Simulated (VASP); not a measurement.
Runs of VASP 6.6.1 on AgI. The structure is that of space group F-43m (No. 216), or close to it. The cells are those of the table. 

```csv
task,cell,gap on the mesh (eV),pressure (GPa)
single point,"a = 4.373 Å, angles 60.0°, 2 atoms",1.10,4.0
single point,"a = 4.456 Å, angles 60.0°, 2 atoms",(a),1.0
relaxation of cell and atoms,"relaxed to 2 GPa from a = 4.489 Å, angles 60.0°, 2 atoms",1.10,2.0
relaxation of cell and atoms,"relaxed to 10 GPa from a = 4.489 Å, angles 60.0°, 2 atoms",1.13,10.0
relaxation of cell and atoms,"relaxed to 15 GPa from a = 4.489 Å, angles 60.0°, 2 atoms",(b),15.0
single point,"a = 4.425 Å, angles 60.0°, 2 atoms",1.10,2.0
single point,"a = 4.258 Å, angles 60.0°, 2 atoms",1.13,10.0
single point,"a = 4.310 Å, angles 60.0°, 2 atoms",1.12,7.0
```

Alike in all rows: level LDA; potentials or basis VASP PAW LDA potentials, release 64 (Ag, I); no spin polarisation; k mesh 6 × 6 × 6; cutoff (eV) 500; smearing gaussian 0.01 eV.

Q: Fill in the values left out.

A: (a) 1.09; (b) 1.14.

Caveats: spin-orbit coupling is left out, which moves the levels of the heavy elements; the cell is relaxed towards a set pressure, so the enthalpy falls and the energy may rise (some runs).

A k mesh can miss the band edges, and the runs leave out spin-orbit coupling on Ag, I.
